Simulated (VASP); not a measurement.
Set up this calculation in VASP 6.6.1, as the native input.

```yaml
Task: single point
Functional: PBE
Potentials_or_basis: VASP PAW PBE potentials, release 64 (Si, N, O)
Cutoff: 520 eV
k_mesh: 1 × 1 × 1, shifted
Occupations: fermi-dirac, width 0.1379 eV
Spin: no spin polarisation
Dipole_correction: no
Further_INCAR_settings: LREAL = Auto; ALGO = Normal; EDIFF = 1e-07; NBANDS = 54; ISYM = 0
```

The structure of Si7N8O2 lies in POSCAR:

```
Si7N8O2
1.0
    5.8386290000      0.0627810000      0.1075870000
    0.0627810000      6.0367170000      0.0979630000
    0.1075870000      0.0979630000      5.8205090000
Si N O
7 8 2
Direct
    0.8958722598      0.5516714426      0.0754250877
    0.3897831631      0.3920288948      0.5637182370
    0.6577201284      0.9395896652      0.7315085059
    0.5300491137      0.9619299280      0.2856102558
    0.1493921861      0.8826983177      0.9843825630
    1.0144232289      0.5971076971      0.5051734800
    1.0415707452      0.2440793648      0.2583332113
    0.9465545894      0.7661324537      0.8104544461
    0.6149987888      0.7454680927      0.5445918621
    1.0527056858      0.7143517941      0.2279581577
    0.5676895104      0.2036848468      0.7028174701
    0.2647040343      0.0872130745      0.3995280538
    0.3923752260      0.3933420724      0.9933190649
    0.4863542933      0.8863607245      1.0114057113
    0.5445439740      0.4274468226      0.1132313642
    1.0556795756      0.1235125726      0.0096049915
    0.7793775420      1.0788342546      0.3401469302
```

These files were run (other wordings do the same):

INCAR

```
  PREC = Accurate
  ENCUT = 520
  EDIFF = 1E-7
  ISMEAR = -1
  SIGMA = 0.1379
  LREAL = Auto
  LASPH = T
  NELM = 80
  ALGO = Normal
  ISIF = 2
  LWAVE = F
  LCHARG = F
  GGA = PE
  ISYM = 0
  NBANDS = 54
```

KPOINTS

```
Automatic mesh
0
Gamma
  1 1 1
  0.25 0.25 0.25
```

Potentials or basis: VASP PAW PBE potentials, release 64 (Si, N, O).

Run with:

```sh
$ cat potpaw_PBE.64/Si/POTCAR potpaw_PBE.64/N/POTCAR potpaw_PBE.64/O/POTCAR > POTCAR
$ mpirun -np 1 vasp_std > vasp.out
```

Results of the run:

```json
{
  "Pressure": "-3.4 GPa",
  "Largest force": "5.067 eV/Å",
  "Band gap on the k mesh": "1.14 eV"
}
```

Caveat: the k points lie up to 1.08 Å⁻¹ apart; the standard files for N, O and F lose accuracy on very short bonds.

Run time: 40 s on 1 thread of Intel Xeon 6975P-C, with other jobs on the host, peak memory 0.32 GiB.
